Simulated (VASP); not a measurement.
Write the native input for VASP 6.6.1 that does the following.

```yaml
Task: single point
Functional: PBE
Potentials_or_basis: VASP PAW PBE potentials, release 64 (B, P)
Cutoff: 520 eV
k_mesh: 10 × 10 × 10
Occupations: gaussian, width 0.05 eV
Spin: no spin polarisation
Dipole_correction: no
Further_INCAR_settings: ALGO = Normal; EDIFF = 1e-06; NBANDS = 11
```

The structure of BP lies in POSCAR:

```
BP
1.0
    0.0000000000      2.2916900000      2.2690000000
    2.2690000000      0.0000000000      2.2690000000
    2.2690000000      2.2916900000      0.0000000000
B P
1 1
Direct
    0.0000000000      0.0000000000      0.0000000000
    0.7500000000      0.7500000000      0.7500000000
```

This cell differs from its parent crystal: strain +0.0100 x Voigt [0, 1, 0, 0, 0, 0].

These files were run (other wordings do the same):

INCAR

```
SYSTEM = BP
  ALGO = Normal
  EDIFF = 1E-6
  ENCUT = 520
  GGA = PE
  ISIF = 2
  ISMEAR = 0
  LASPH = .True.
  LCHARG = .True.
  LELF = .True.
  LREAL = .False.
  LVHAR = .True.
  LWAVE = .False.
  NBANDS = 11
  NELM = 100
  PREC = Accurate
  SIGMA = 0.05
```

KPOINTS

```
k-points
0
Gamma
  10 10 10
  0 0 0
```

Potentials or basis: VASP PAW PBE potentials, release 64 (B, P).

Command:

```console
$ cat potpaw_PBE.64/B/POTCAR potpaw_PBE.64/P/POTCAR > POTCAR
$ mpirun -np 1 vasp_std > vasp.out
```

Results of the run:

```
Pressure               : -0.7 GPa
Band gap on the k mesh : 1.18 eV, indirect (least direct gap 3.34 eV)
```

Caveat: the cell differs from its parent crystal (strain +0.0100 x Voigt [0, 1, 0, 0, 0, 0]).

It took 34 s on 1 thread of Intel Xeon 8259CL (shared host), peak memory 0.15 GiB.
